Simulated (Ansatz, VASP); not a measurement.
# ScSi2: VASP beside Ansatz

The input INCAR:

```
SYSTEM = ScSi2
ALGO = Normal
EDIFF = 1E-6
ENCUT = 520
GGA = PE
ISIF = 2
ISMEAR = -1
LASPH = .True.
LCHARG = .False.
LREAL = .False.
LWAVE = .False.
NBANDS = 16
NELM = 60
PREC = Accurate
SIGMA = 0.1
```

File KPOINTS:

```
k-points
0
Gamma
  10 10 9
  0 0 0
```

Contents of POSCAR:

```
ScSi2
1.0
    3.6600000000      0.0000000000      0.0000000000
   -1.8300000000      3.1696529779      0.0000000000
    0.0000000000      0.0000000000      3.8700000000
Sc Si
1 2
Direct
    0.0000000000      0.0000000000     -0.0025839793
    0.6666666667      0.3333333333      0.5000000000
    0.3333333333      0.6666666667      0.5000000000
```

Input for Ansatz:

```yaml
crystal:
  lattice:
    - [3.66, 0.0, 0.0]
    - [-1.83, 3.1696529779, 0.0]
    - [0.0, 0.0, 3.87]
  atoms:
    - { symbol: Sc, position: [0.0, 0.0, -0.0025839793] }
    - { symbol: Si, position: [0.6666666667, 0.3333333333, 0.5] }
    - { symbol: Si, position: [0.3333333333, 0.6666666667, 0.5] }
hamiltonian:
  xc: pbe
  pseudopotentials: { kind: paw }
kpoints:
  mp_grid: { grid: [10, 10, 9] }
scf:
  occupations: { method: fermi_dirac, width: 0.1 }
  convergence: { dr2_threshold: 1.0e-11 }
basis:
  ecutwfc: 600
output:
  forces: true
```

Alike in both runs: task single point; functional PBE; k mesh 10 × 10 × 9; occupations fermi-dirac, width 0.1 eV; no spin polarisation.

```csv
,VASP,Ansatz
version,VASP 6.6.1,Ansatz 0.2.0
potentials or method,"VASP PAW PBE potentials, release 64 (Sc_sv, Si), cutoff 520 eV","scalar-relativistic, plane waves, PAW"
valence electrons in the cell,19,19
```

```csv
,VASP,Ansatz,Ansatz less VASP
rms of the force components (eV/Å),0.040,0.039,-0.0003
```

Atom by atom the forces differ by 0.000 eV/Å (rms over components).
